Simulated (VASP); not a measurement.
Wanted: the native input for a VASP 6.6.1 run.

```yaml
Task: single point
Functional: r2SCAN
Potentials_or_basis: VASP PAW PBE potentials, release 64 (Hf_pv, O)
Cutoff: 520 eV
k_mesh: 7 × 7 × 3
Occupations: gaussian, width 0.05 eV
Spin: no spin polarisation
Dipole_correction: no
Further_INCAR_settings: ALGO = Normal; EDIFF = 1e-06; NBANDS = 43
```

Crystal: HfO2.

```
Hf O
1.0
     2.52916   -2.52916    0.00000
     2.52916    0.00000   -2.52916
     5.34700    5.34700    5.34700
Hf O
3 6
Direct
  0.00000 0.00000 0.78836
  0.33333 0.33333 0.47302
  0.66667 0.66667 0.15768
  0.66667 0.66667 0.39419
  0.00000 0.00000 0.07885
  0.33333 0.33333 0.70952
  0.66667 0.66667 0.86719
  0.00000 0.00000 0.55186
  0.33333 0.33333 0.23652
```

This cell differs from its parent crystal: the distance across one plane changed.

These files were run (other wordings do the same):

POSCAR

```
HfO2
1.0
    2.5291609878     -2.5291609878      0.0000000000
    2.5291609878      0.0000000000     -2.5291609878
    5.3469971102      5.3469971102      5.3469971102
Hf O
3 6
Direct
    0.0000000000      0.0000000000      0.7883588735
    0.3333333333      0.3333333333      0.4730216308
    0.6666666667      0.6666666667      0.1576843882
    0.6666666667      0.6666666667      0.3941873202
    1.0000000000      0.0000000000      0.0788500775
    0.3333333333      0.3333333333      0.7095245628
    0.6666666667      0.6666666667      0.8671931842
    1.0000000000      0.0000000000      0.5518559415
    0.3333333333      0.3333333333      0.2365186989
```

INCAR.step1

```
SYSTEM = HfO2
ALGO = Normal
EDIFF = 1E-4
ENCUT = 520
GGA = PE
ISMEAR = 0
LASPH = .True.
LCHARG = .False.
LREAL = .False.
LWAVE = .True.
NBANDS = 43
NELM = 80
PREC = Accurate
SIGMA = 0.05
```

INCAR.step2

```
SYSTEM = HfO2
ALGO = Normal
EDIFF = 1E-6
ENCUT = 520
ISIF = 2
ISMEAR = 0
ISTART = 1
LASPH = .True.
LCHARG = .False.
LMIXTAU = .True.
LREAL = .False.
LWAVE = .False.
METAGGA = R2SCAN
NBANDS = 43
NELM = 80
PREC = Accurate
SIGMA = 0.05
```

KPOINTS

```
k-points
0
Gamma
  7 7 3
  0 0 0
```

Potentials or basis: VASP PAW PBE potentials, release 64 (Hf_pv, O).

The run is started by

```console
$ cat potpaw_PBE.64/Hf_pv/POTCAR potpaw_PBE.64/O/POTCAR > POTCAR
$ cp INCAR.step1 INCAR
$ mpirun -np 1 vasp_std > vasp.out
$ cp INCAR.step2 INCAR
$ mpirun -np 1 vasp_std > vasp.out
```

Results of the run:

```
Pressure               : -11.0 GPa
Largest force          : 0.783 eV/Å
Band gap on the k mesh : 4.49 eV (least direct gap 4.60 eV)
```

Caveat: the cell differs from its parent crystal (the distance across one plane changed); the cell stands under tension; the PAW data sets were made with another functional, which shifts forces and pressure a little; spin-orbit coupling is left out, which moves the levels of the heavy elements; an odd mesh through Γ misses points on the zone boundary, where band edges can lie.

Wall time 3.7 min on 1 thread of Intel(R) Xeon(R) 6975P-C (Granite Rapids) (shared host), peak memory 0.27 GiB.
